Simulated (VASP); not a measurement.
A run of VASP 6.6.1 is set up as follows.

INCAR

```
PREC = Accurate ; ENCUT = 600
EDIFF = 1E-7 ; ISMEAR = 0
SIGMA = 0.1 ; LREAL = F
LASPH = T ; NELM = 150
ALGO = Normal ; ISIF = 3
LWAVE = F ; LCHARG = F
ISPIN = 2 ; MAGMOM = 2 2 0 0 0
LORBIT = 11 ; LMAXMIX = 4
GGA = PE ; IBRION = 2
NSW = 90 ; EDIFFG = -0.04
```

KPOINTS

```
regular mesh
0
Gamma
  4 4 4
```

File POSCAR:

```
V2SiN2
1.0
    4.2209449200      0.0000000000      0.0000000000
    0.0000000000      4.2209449200      0.0000000000
    0.0000000000      0.0000000000      3.8701813800
V Si N
2 1 2
Direct
    0.0000000000      0.5000000000      0.5000000000
    0.5000000000      0.0000000000      0.5000000000
    0.0000000000      0.0000000000      0.0000000000
    0.5000000000      0.5000000000      0.5000000000
    0.0000000000      0.0000000000      0.5000000000
```

Potentials or basis: VASP PAW PBE potentials, release 64 (V_sv, Si, N).

The run is started by

```sh
$ cat potpaw_PBE.64/V_sv/POTCAR potpaw_PBE.64/Si/POTCAR potpaw_PBE.64/N/POTCAR > POTCAR
$ mpirun -np 1 vasp_std > vasp.out
```

(1) Estimate the net moment.

(2) What does it give for the relaxed volume?

Answers

(1) 0.00 μB per cell.

(2) 12.01 Å³/atom.

Caveat: the k points lie up to 0.41 Å⁻¹ apart in the final cell, too coarse for converged energies and pressures of a metal; the moments typed at the start vanished in this run.
